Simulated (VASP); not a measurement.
Crystal: NdAs3Pb2.

```
CELL_PARAMETERS angstrom
6.31375 0.00000 0.00000
-3.15688 5.46787 0.00000
0.00000 0.00000 4.78132
ATOMIC_POSITIONS crystal
Nd 0.00000 0.00000 0.00000
As 0.50000 0.00000 0.50000
As 0.50000 0.50000 0.50000
As 0.00000 0.50000 0.50000
Pb 0.33333 0.66667 0.00000
Pb 0.66667 0.33333 0.00000
```

The cell was built from a structure type or drawn by symmetry, and may not be a known phase.

| Quantity | Value |
| --- | --- |
| Program | VASP 6.6.1 |
| Task | relaxation of cell and atoms |
| Functional | PBE |
| Potentials or basis | VASP PAW PBE potentials, release 64 (Nd_3, As, Pb_d), 4f in core |
| Cutoff | 500 eV |
| k mesh | 6 × 6 × 8 |
| Occupations | gaussian, width 0.1 eV |
| Spin | no spin polarisation |

At the start: pressure 0.2 GPa; volume 27.51 Å³/atom.

Task: Where does the relaxation end?

Result: Over 12 steps the energy falls by 70.9 meV/atom and the volume is 27.12 Å³/atom (-1.4 %); space group P6/mmm (No. 191, to 0.1 Å) before and after.

Step by step:
```tsv
step	energy change (eV)	largest force (eV/Å)	pressure (GPa)	volume (Å³)
1	0.0000	0.0000	0.21	165.06
2	-0.1041	0.0000	-0.28	165.85
3	-0.3278	0.0000	-1.38	167.41
4	0.0557	0.0000	0.00	167.19
5	-0.3751	0.0000	-1.58	167.67
6	-0.3040	0.0000	-1.26	167.77
7	-0.3951	0.0000	-1.63	167.78
8	-0.3514	0.0000	2.17	157.35
9	-0.4235	0.0000	-0.30	163.57
10	-0.4235	0.0000	-0.27	163.49
11	-0.4255	0.0000	0.03	162.51
12	-0.4256	0.0000	-0.03	162.71
```

Final structure:
```
Nd As Pb
1.0
     5.87073    0.00000    0.00000
    -2.93536    5.08420    0.00000
     0.00000    0.00000    5.45126
Nd As Pb
1 3 2
Direct
  0.00000 0.00000 0.00000
  0.50000 0.00000 0.50000
  0.50000 0.50000 0.50000
  0.00000 0.50000 0.50000
  0.33333 0.66667 0.00000
  0.66667 0.33333 0.00000
```
